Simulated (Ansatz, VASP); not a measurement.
## One calculation of Ti, two programs

The input POSCAR:

```
Ti
1.0
    0.0000000000      0.0000000000      2.8245629321
    4.5680217069      0.0000000000      0.0000000000
    0.0000000000      7.9120456864      0.0000000000
Ti
6
Direct
    0.0000000000      0.0000000000      0.0000000000
    0.0000000000      0.5000000000      0.5000000000
    0.5000000000      0.0000000000      0.3333333333
    0.5000000000      0.5000000000      0.8333333333
    0.5000000000      0.5000000000      0.1666666667
    0.5000000000      0.0000000000      0.6666666667
```

File INCAR.step1:

```
PREC = Accurate
ENCUT = 520
ISMEAR = 0
SIGMA = 0.15
LREAL = False
LASPH = True
NELM = 80
NBANDS = 45
GGA = PE
ALGO = Normal
EDIFF = 1E-4
LWAVE = True
LCHARG = False
```

File INCAR.step2:

```
PREC = Accurate
ENCUT = 520
EDIFF = 1E-6
ISMEAR = 0
SIGMA = 0.15
LREAL = False
LASPH = True
NELM = 80
ALGO = Normal
ISIF = 2
LWAVE = False
LCHARG = False
METAGGA = R2SCAN
LMIXTAU = True
NBANDS = 45
ISTART = 1
```

Contents of KPOINTS:

```
Automatic mesh
0
Gamma
  12 8 4
```

Input for Ansatz:

```yaml
crystal:
  lattice:
    - [0.0, 0.0, 2.8245629321]
    - [4.5680217069, 0.0, 0.0]
    - [0.0, 7.9120456864, 0.0]
  atoms:
    - { symbol: Ti, position: [0.0, 0.0, 0.0] }
    - { symbol: Ti, position: [0.0, 0.5, 0.5] }
    - { symbol: Ti, position: [0.5, 0.0, 0.3333333333] }
    - { symbol: Ti, position: [0.5, 0.5, 0.8333333333] }
    - { symbol: Ti, position: [0.5, 0.5, 0.1666666667] }
    - { symbol: Ti, position: [0.5, 0.0, 0.6666666667] }
basis:
  ecutwfc: 500
kpoints:
  mp_grid: { grid: [12, 8, 4] }
hamiltonian:
  xc: r2scan
scf:
  occupations: { method: gaussian, width: 0.15 }
output:
  forces: true
  stress: true
  eigenvalues: true
  write_density: true
  write_potential: true
  elf: true
  volumetric_format: npy
```

Alike in both runs: task single point; functional r2SCAN; k mesh 12 × 8 × 4; occupations gaussian, width 0.15 eV; no spin polarisation.

|  | VASP | Ansatz |
| --- | --- | --- |
| version | VASP 6.6.1 | Ansatz 0.2.0 |
| potentials or method | VASP PAW PBE potentials, release 64 (Ti_sv), cutoff 520 eV | scalar-relativistic, plane waves, PAW |
| valence electrons in the cell | 72 | 72 |

Ansatz gave:

```
gap on the k mesh at the Fermi level (eV)                     : none
pressure (GPa)                                                : 0.0
traceless stress, the component that is largest in VASP (GPa) : 0.11
```

Problem. What did VASP give for the same quantities?

Solution. gap on the k mesh at the Fermi level (eV): none; pressure (GPa): 0.4; traceless stress, the component that is largest in VASP (GPa): 0.06.

VASP's potentials were made for PBE, not for r2SCAN. A gap of «none» marks a metal or a gap that the smearing closes.
